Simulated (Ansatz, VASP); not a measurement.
**Two plane-wave programs on SrCl2**

```
CELL_PARAMETERS angstrom
2.08574 1.20420 6.00560
-2.08574 1.20420 6.00560
0.00000 -2.40841 6.00560
ATOMIC_POSITIONS crystal
Sr 0.00028 0.00028 0.00028
Cl 0.42429 0.42429 0.42429
Cl 0.24210 0.24210 0.24210
```

Change from the starting cell: uniaxial_z strain -2.1%.

Alike in both runs: task single point; functional PBE; k mesh 8 × 8 × 8; occupations fermi-dirac, width 0.02 eV; no spin polarisation.

```csv
,VASP,Ansatz
version,VASP 6.6.1,Ansatz 0.2.0
potentials or method,"VASP PAW PBE potentials, release 64 (Sr_sv, Cl)","plane waves, PAW"
plane-wave cutoff (eV),520,420
valence electrons in the cell,24,24
```

Ansatz gave:

```
gap on the k mesh at the Fermi level (eV)                     : 4.29
pressure (GPa)                                                : 1.5
traceless stress, the component that is largest in VASP (GPa) : 0.13
rms of the force components (eV/Å)                            : 0.014
```

Problem. What did VASP give for the same quantities?

Solution. gap on the k mesh at the Fermi level (eV): 4.30; pressure (GPa): 1.6; traceless stress, the component that is largest in VASP (GPa): 0.13; rms of the force components (eV/Å): 0.003.

Atom by atom the forces differ by 0.011 eV/Å (rms over components). The functional is the same, so the differences come from potentials, cutoffs and numerics.
